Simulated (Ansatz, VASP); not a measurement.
Given: the input of a run of VASP 6.6.1 on Ni.

Contents of INCAR:

```
SYSTEM = Ni
  ALGO = Normal
  EDIFF = 1E-6
  ENCUT = 520
  GGA = PE
  ISIF = 2
  ISMEAR = -1
  ISPIN = 2
  LASPH = .TRUE.
  LCHARG = .FALSE.
  LMAXMIX = 4
  LORBIT = 11
  LREAL = .FALSE.
  LWAVE = .FALSE.
  MAGMOM = 0.8
  NBANDS = 15
  NELM = 150
  NUPDOWN = 0.8
  PREC = Accurate
  SIGMA = 0.05
```

KPOINTS

```
k-points
0
G
  11 11 11
  0 0 0
```

POSCAR

```
Ni
1.0
    0.0000000000      1.7375729330      1.7375729330
    1.7375729330      0.0000000000      1.7375729330
    1.7375729330      1.7375729330      0.0000000000
Ni
1
Direct
    0.0000000000      0.0000000000      0.0000000000
```

Potentials or basis: VASP PAW PBE potentials, release 64 (Ni).

The run is started by

```bash
$ cat potpaw_PBE.64/Ni/POTCAR > POTCAR
$ mpirun -np 1 vasp_std > vasp.out
```

Task: Set up the same calculation for Ansatz 0.2.0. Potentials there: Ansatz PAW.

Result: As run (the cutoff follows the program's own potentials):

Contents of input.yaml:

```yaml
crystal:
  lattice:
    - [0.0, 1.737572933, 1.737572933]
    - [1.737572933, 0.0, 1.737572933]
    - [1.737572933, 1.737572933, 0.0]
  atoms:
    - { symbol: Ni, position: [0.0, 0.0, 0.0], spin: 0.8 }
hamiltonian:
  xc: pbe
  pseudopotentials: { kind: paw }
magnetization:
  spin_polarized: true
  initial_magnetization: 0.8
  spin_locking: { lock_magnetization: hard }
kpoints:
  mp_grid: { grid: [11, 11, 11] }
scf:
  occupations: { method: fermi_dirac, width: 0.05 }
  lower_state_search: "off"
output:
  forces: true
  stress: true
  eigenvalues: true
```

Potentials or basis: Ansatz PAW.

The run is started by

```console
$ ansatz run input.yaml --threads 2 --pin off --max-ram 5632MiB --backend cpu --events-out ev --progress --plain --runs-dir out
```

Both were run:

|  | VASP | Ansatz | Ansatz less VASP |
| --- | --- | --- | --- |
| pressure (GPa) | 9.7 | 9.7 | +0.07 |
| net moment per atom (μB) | 0.80 | 0.80 | 0.000 |
| size of the moment on the site where the two differ most (μB) | 0.80 | 0.83 | +0.029 |

Site moments also hang on the region over which each program counts them. VASP's potentials hold 10 valence electrons a cell and Ansatz's 18, so a difference there can come from the potentials and not from the codes.
